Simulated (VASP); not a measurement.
# Sr7Tl (P-6m2) in VASP: single point with PBE

Aim: the single point of Sr7Tl with PBE.

Program: VASP 6.6.1. These are calculated values, not measurements. Logs are shortened: lines on timing, memory, paths and dates and some standing lists are left out, and cuts for length are marked.

### 1 The cell of the first run

Symmetry: P-6m2, No. 187, hexagonal system. The conventional cell has a = 8.310 Å, b = 8.310 Å, c = 6.618 Å, α = 90.00°, β = 90.00°, γ = 120.00°. Within 5.4 Å of Sr (site symmetry mm2) lie 10 Sr at 4.08 to 4.16 Å and 2 Tl at 4.16 Å. Within 5.3 Å of Sr (site symmetry mm2) lie 10 Sr at 4.03 to 4.28 Å and 2 Tl at 4.05 Å. Sr (site symmetry -6m2) has 12 Sr at 4.08 to 4.16 Å within 5.4 Å. Within 5.3 Å of Tl (site symmetry -6m2) lie 12 Sr at 4.05 to 4.16 Å.

The cell was generated, and may not be a known phase.

### 2 Single point, PBE

File INCAR:

```
SYSTEM = Sr7Tl
PREC = Accurate ; ENCUT = 520
EDIFF = 1E-7 ; ISMEAR = 0
SIGMA = 0.1 ; LREAL = .FALSE.
LASPH = .TRUE. ; NELM = 80
ALGO = Fast ; ISIF = 2
LWAVE = .FALSE. ; LCHARG = .TRUE.
GGA = PE ; LELF = .TRUE.
LVHAR = .TRUE. ; NBANDS = 52
```

File KPOINTS:

```
Automatic mesh
0
G
  6 6 6
  0 0 0
```

File POSCAR:

```
Sr7Tl
1.0
    8.3103162917      0.0000000000      0.0000000000
   -4.1551581458      7.1969450221      0.0000000000
    0.0000000000      0.0000000000      6.6178182872
Sr Tl
7 1
Direct
    0.4996059771      0.9992119543      0.0000000000
    0.4996059771      0.5003940229      0.0000000000
    0.0007880457      0.5003940229      0.0000000000
    0.3234454934      0.1617227467      0.5000000000
    0.8382772533      0.1617227467      0.5000000000
    0.8382772533      0.6765545066      0.5000000000
    0.3333333333      0.6666666667      0.5000000000
    0.0000000000      0.0000000000      0.0000000000
```

Potentials or basis: VASP PAW PBE potentials, release 64 (Sr_sv, Tl_d).

The run is started by

```bash
cat potpaw_PBE.64/Sr_sv/POTCAR potpaw_PBE.64/Tl_d/POTCAR > POTCAR
mpirun -np 1 vasp_std > vasp.out
```

OUTCAR:

```text
SYSTEM = Sr7Tl
   PREC = Accurate
   ENCUT = 520
   EDIFF = 1E-7
   ISMEAR = 0
   LREAL = .FALSE.
   LASPH = .TRUE.
   NELM = 80
   ISIF = 2
   GGA = PE

 ion  position               nearest neighbor table
   1  0.500  0.999  0.000-   7 4.08   7 4.08   4 4.11   4 4.11   5 4.11   5 4.11   2 4.15   3 4.15
                             8 4.16   8 4.16   2 4.16   3 4.16
   2  0.500  0.500  0.000-   7 4.08   7 4.08   4 4.11   4 4.11   6 4.11   6 4.11   1 4.15   3 4.15
                             8 4.16   8 4.16   1 4.16   3 4.16
   3  0.001  0.500  0.000-   7 4.08   7 4.08   6 4.11   6 4.11   5 4.11   5 4.11   2 4.15   1 4.15
                             8 4.16   8 4.16   2 4.16   1 4.16
   4  0.323  0.162  0.500-   5 4.03   6 4.03   8 4.05   8 4.05   1 4.11   1 4.11   2 4.11   2 4.11
                             7 4.16   7 4.16   5 4.28   6 4.28
   5  0.838  0.162  0.500-   6 4.03   4 4.03   8 4.05   8 4.05   3 4.11   3 4.11   1 4.11   1 4.11
                             7 4.16   7 4.16   6 4.28   4 4.28
   6  0.838  0.677  0.500-   5 4.03   4 4.03   8 4.05   8 4.05   3 4.11   3 4.11   2 4.11   2 4.11
                             7 4.16   7 4.16   5 4.28   4 4.28
   7  0.333  0.667  0.500-   2 4.08   2 4.08   1 4.08   1 4.08   3 4.08   3 4.08   4 4.16   6 4.16
                             5 4.16   5 4.16   4 4.16   6 4.16
   8  0.000  0.000  0.000-   5 4.05   5 4.05   6 4.05   6 4.05   4 4.05   4 4.05   3 4.16   1 4.16
                             2 4.16   2 4.16   3 4.16   1 4.16

  LATTYP: Found a hexagonal cell.
 ALAT       =     8.3103162917
 C/A-ratio  =     0.7963377151

  Lattice vectors:

 A1 = (   8.3103162917,   0.0000000000,   0.0000000000)
 A2 = (  -4.1551581458,   7.1969450221,   0.0000000000)
 A3 = (   0.0000000000,   0.0000000000,   6.6178182872)

Analysis of symmetry for initial positions (statically):
=====================================================================
 Subroutine PRICEL returns:
 Original cell was already a primitive cell.

 Routine SETGRP: Setting up the symmetry group for a
 hexagonal supercell.

 Subroutine GETGRP returns: Found 12 space group operations
 (whereof 12 operations were pure point group operations)
 out of a pool of 24 trial point group operations.

The static configuration has the point symmetry D_3h.

Analysis of symmetry for dynamics (positions and initial velocities):
=====================================================================
 Subroutine PRICEL returns:
 Original cell was already a primitive cell.

 Routine SETGRP: Setting up the symmetry group for a
 hexagonal supercell.

[... 124 lines left out ...]
   POTIM  = 0.5000    time-step for ionic-motion
   TEBEG  =    0.0;   TEEND  =   0.0 temperature during run
   PSTRESS=    0.0 pullay stress
   NELECT =      83.0000    total number of electrons
   NUPDOWN=      -1.0000    fix difference up-down
   EMIN   =  10.00;   EMAX   =-10.00  energy-range for DOS
   EFERMI =   0.00;   METHOD = LEGACY
   ISMEAR =     0;   SIGMA  =   0.10  broadening in eV -4-tet -1-fermi 0-gaus
   EFERMI_NEDOS =   21; number of points for ismear=-14 and -15
   IALGO  =     68    algorithm
   IMIX   =      4    mixing-type and parameters
     AMIX     =   0.40;   BMIX     =  1.00
     AMIX_MAG =   1.60;   BMIX_MAG =  1.00
  volume/ion in A,a.u.               =      49.48       333.88
  Fermi-wavevector in a.u.,A,eV,Ry     =   0.972614  1.837975 12.870821  0.945979
  Thomas-Fermi vector in A             =   2.102927
   LORBIT       =      0    0 simple, 1 ext, 2 COOP (PROOUT), +10 PAW based schemes
   GGA     = PE    functional components
   LHFCALC =     F    Hartree Fock is set to
   AEXX    =    0.0000 exact exchange contribution
   IVDW    =     0    specifies the selected vdW correction
   LEPSILON=     F    determine dielectric tensor
   LRPA    =     F    only Hartree local field effects (RPA)
 non-spin polarized calculation
 RMM-DIIS sequential band-by-band and
 Gauss-broadening in eV      SIGMA  =   0.10
  energy-cutoff  :      520.00
  volume of cell :      395.80
 maximum number of plane-waves:     10705
 NGX is ok and might be reduce to    64
   NGX = 31   NGY = 31   NGZ = 25

 number of electron      83.0000003 magnetization

 Free energy of the ion-electron system (eV)
  ---------------------------------------------------
  ext. energy  EPLUGINS =         0.00000000
  ---------------------------------------------------
  free energy    TOTEN  =       -13.84106579 eV

  energy without entropy =      -13.79213672  energy(sigma->0) =      -13.81660125

 E-fermi :   2.0319     XC(G=0):  -7.6887

 val. band max:        2.0218665544   @ k =   0.5000   0.0000   0.1667
 cond. band min:       2.0349206447   @ k =   0.1667   0.1667   0.5000
 fundamental gap:      0.0130540904
 Fermi energy:         2.0318816397

 k-point     1 :       0.0000    0.0000    0.0000
  band No.  band energies     occupation
      1     -34.5030      2.00000
      2     -34.4888      2.00000
      3     -34.4888      2.00000
      4     -34.4841      2.00000
      5     -34.4768      2.00000
      6     -34.4768      2.00000
[... 1309 lines left out ...]
     51       3.4124      0.00000
     52       3.4435      0.00000

 [... further k-points ...]

------------------------ aborting loop because EDIFF is reached ----------------------------------------

  FORCE on cell =-STRESS in cart. coord.  units (eV):
  Direction    XX          YY          ZZ          XY          YZ          ZX
  --------------------------------------------------------------------------------------
  -------------------------------------------------------------------------------------
  Total       -0.0089043     -0.0089043      0.0165963     -0.0000000      0.0000000      0.0000000
  in kB       -0.0360439     -0.0360439      0.0671804     -0.0000000      0.0000000      0.0000000
  external PRESSURE =      -0.0016358 kB  Pullay stress =       0.0000000 kB

 VOLUME and BASIS-vectors are now :
 -----------------------------------------------------------------------------
  energy-cutoff  :      520.00
  volume of cell :      395.80
      direct lattice vectors                 reciprocal lattice vectors
     8.310316292  0.000000000  0.000000000     0.120332363  0.069473922  0.000000000
    -4.155158146  7.196945022  0.000000000     0.000000000  0.138947845  0.000000000
     0.000000000  0.000000000  6.617818287     0.000000000  0.000000000  0.151107201

 POSITION                                       TOTAL-FORCE (eV/Angst)
 -----------------------------------------------------------------------------------
     -0.00000      7.19127      0.00000         0.000000      0.000824      0.000000
      2.07267      3.60131      0.00000         0.000714     -0.000412     -0.000000
     -2.07267      3.60131      0.00000        -0.000714     -0.000412     -0.000000
      2.01595      1.16391      3.30891        -0.000492     -0.000284     -0.000000
      6.29437      1.16391      3.30891         0.000492     -0.000284     -0.000000
      4.15516      4.86913      3.30891         0.000000      0.000568      0.000000
     -0.00000      4.79796      3.30891        -0.000000      0.000000     -0.000000
      0.00000      0.00000      0.00000        -0.000000      0.000000     -0.000000
 -----------------------------------------------------------------------------------
    total drift:                                0.000001     -0.000001     -0.000000

  FREE ENERGIE OF THE ION-ELECTRON SYSTEM (eV)
  ---------------------------------------------------
  free  energy   TOTEN  =       -13.8410657895 eV

  energy  without entropy=      -13.7921367182  energy(sigma->0) =      -13.81660125
```

OSZICAR:

```text
N       E                     dE             d eps       ncg     rms          rms(c)
DAV:   1     0.580773966500E+03    0.58077E+03   -0.38206E+04  2912   0.136E+03
DAV:   2     0.378965388563E+02   -0.54288E+03   -0.53335E+03  3308   0.330E+02
DAV:   3    -0.975928806395E+01   -0.47656E+02   -0.47081E+02  4232   0.706E+01
[... 14 lines left out ...]
RMM:  18    -0.138410647381E+02   -0.86284E-06   -0.66206E-06  4759   0.582E-03    0.122E-03
RMM:  19    -0.138410654713E+02   -0.73312E-06   -0.40574E-06  4380   0.450E-03    0.490E-04
RMM:  20    -0.138410655437E+02   -0.72443E-07   -0.22303E-06  3881   0.338E-03    0.431E-04
RMM:  21    -0.138410657160E+02   -0.17228E-06   -0.14766E-06  3393   0.269E-03    0.500E-04
RMM:  22    -0.138410657895E+02   -0.73474E-07   -0.83186E-07  2823   0.212E-03
   1 F= -.13841066E+02 E0= -.13816601E+02  d E =-.489291E-01
```

stdout:

```text
[... 36 lines left out ...]
```

It took 25 min on 1 thread of Intel Xeon Platinum 8259CL at 2.50GHz (Skylake/Cascade Lake), shared host; peak memory 0.77 GiB.

Results:

```yaml
Free_energy: -13.8411 eV
Pressure: 0.0 GPa
Band_gap_on_the_k_mesh: zero (an odd number of electrons rules out a gap without spin polarisation)
```

Levels at points of the mesh, in eV from the Fermi level:
| k point | band 38 | band 39 | band 40 | band 41 | band 42 | band 43 | band 44 | band 45 |
| --- | --- | --- | --- | --- | --- | --- | --- | --- |
| (0.00, 0.00, 0.00) | -0.93 | -0.65 | -0.60 | -0.60 | -0.48 | 0.17 | 0.31 | 0.31 |
| (0.50, 0.00, 0.00) | -0.53 | -0.48 | -0.46 | -0.04 | -0.03 | 0.19 | 0.36 | 0.45 |
| (0.00, 0.00, 0.50) | -0.73 | -0.73 | -0.60 | -0.60 | -0.14 | -0.14 | -0.08 | 0.35 |
| (0.50, 0.00, 0.50) | -1.09 | -1.06 | -0.85 | -0.46 | 0.08 | 0.41 | 0.64 | 0.66 |

Caveat: spin-orbit coupling is left out, which moves the levels of the heavy elements.
